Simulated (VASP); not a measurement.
# ZnH12Cl2O6: single point with PBE+D3(BJ)

The system is ZnH12Cl2O6.

```
O H Zn Cl
1.0
     6.26583    0.00000    0.00000
     0.00000    6.26583    0.00000
     0.00000    0.00000    6.26583
O H Zn Cl
6 12 1 2
Direct
  0.61076 0.72447 0.07262
  0.20834 0.62493 0.89272
  0.10345 0.99409 0.74669
  0.85168 0.44867 0.58372
  0.30066 0.28383 0.21108
  0.49342 0.66746 0.49880
  0.69182 0.83571 0.15794
  0.71253 0.61494 0.03077
  0.13444 0.75259 0.83477
  0.10345 0.51403 0.86215
  0.00413 0.08626 0.83493
  0.04737 0.99307 0.59711
  0.94778 0.52601 0.48678
  0.81905 0.33260 0.49033
  0.42358 0.21129 0.15233
  0.15227 0.23914 0.15125
  0.38033 0.65698 0.60713
  0.60923 0.56170 0.53160
  0.32071 0.62507 0.20444
  0.82418 0.21322 0.08262
  0.04280 0.77627 0.35132
```

| Item | Value |
| --- | --- |
| Program | VASP 6.6.1 |
| Task | single point |
| Functional | PBE |
| Dispersion | D3(BJ) |
| Potentials or basis | VASP PAW PBE potentials, release 64 (O, H, Zn, Cl) |
| Cutoff | 520 eV |
| k mesh | 1 × 1 × 1 |
| Occupations | fermi-dirac, width 0.02 eV |
| Spin | no spin polarisation |

* Pressure: 0.7 GPa
* Largest force: 1.841 eV/Å
* Band gap on the k mesh: 4.04 eV
* Dispersion energy per atom: -0.058 eV

Forces in eV/Å, atoms in the order of the input:
```
O    0.071  1.165  0.605
O   -0.061 -1.027 -0.400
O   -0.889  0.748 -0.081
O   -0.241 -0.045  0.632
O   -1.626  0.826  0.247
O   -0.578 -0.355 -0.204
H   -0.462 -1.041 -0.848
H    0.132 -0.239  0.106
H    0.129  1.398 -0.056
H   -0.014 -0.511  0.095
H    0.353 -0.596 -0.423
H    0.456  0.008  0.993
H    0.123  0.687  0.125
H   -0.380 -1.413 -0.458
H   -0.056 -0.326 -0.413
H    1.622  0.049  0.470
H    0.520 -0.062  0.173
H    0.011  0.412  0.312
Zn   1.036 -0.470 -0.075
Cl   0.192  0.146 -0.051
Cl  -0.338  0.650 -0.749
```

Stress tensor (GPa, compression positive):
```
-0.60 -0.55 -1.12
-0.55  1.59 -0.66
-1.12 -0.66  1.03
```

Levels at points of the mesh, in eV from the valence-band top:
| k point | band 33 | band 34 | band 35 | band 36 | band 37 | band 38 | band 39 | band 40 | band 41 | band 42 |
| --- | --- | --- | --- | --- | --- | --- | --- | --- | --- | --- |
| (0.00, 0.00, 0.00) | -0.74 | -0.58 | -0.47 | -0.20 | 0.00 | 4.04 | 6.91 | 7.23 | 7.67 | 8.11 |

Wall time 26 s on 1 thread of Intel(R) Xeon(R) Platinum 8259CL CPU @ 2.50GHz (Skylake/Cascade Lake) (shared host), peak memory 0.31 GiB.

Caveat: the k points lie up to 1.00 Å⁻¹ apart.
